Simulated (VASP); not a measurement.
Runs of VASP 6.6.1 on Rb. The structure is that of space group P6/mmm (No. 191), or close to it. The cells are those of the table. This isn't the form of Rb at room conditions, which is bcc.

```tsv
cell	k mesh	gap on the mesh (eV)	pressure (GPa)
a = 8.211, b = 8.211, c = 4.893 Å, angles 90.0, 90.0, 120.0°, 3 atoms	6 × 6 × 9	none	0.0
a = 8.100, b = 8.100, c = 4.827 Å, angles 90.0, 90.0, 120.0°, 3 atoms	5 × 5 × 7	none	0.1
a = 7.986, b = 7.986, c = 4.759 Å, angles 90.0, 90.0, 120.0°, 3 atoms	5 × 5 × 7	none	0.3
a = 8.319, b = 8.319, c = 4.958 Å, angles 90.0, 90.0, 120.0°, 3 atoms	5 × 5 × 7	none	(a)
a = 8.527, b = 8.527, c = 5.082 Å, angles 90.0, 90.0, 120.0°, 3 atoms	5 × 5 × 7	none	-0.2
a = 8.211, b = 8.211, c = 4.893 Å, angles 90.0, 90.0, 120.0°, 3 atoms	5 × 5 × 7	none	0.0
a = 8.425, b = 8.425, c = 5.020 Å, angles 90.0, 90.0, 120.0°, 3 atoms	5 × 5 × 7	none	-0.2
a = 7.869, b = 7.869, c = 4.689 Å, angles 90.0, 90.0, 120.0°, 3 atoms	5 × 5 × 7	none	0.4
```

Alike in all rows: task single point; level r2SCAN; potentials or basis VASP PAW PBE potentials, release 64 (Rb_sv); no spin polarisation; cutoff (eV) 520; smearing fermi-dirac 0.1 eV.

Problem. Estimate the missing entries.

Solution. (a) -0.1.

Caveats: the PAW data sets were made with another functional, which shifts forces and pressure a little.

A k mesh can miss the band edges, and the runs leave out spin-orbit coupling on Rb.

A gap of «none» marks levels without a gap at the run's occupations.
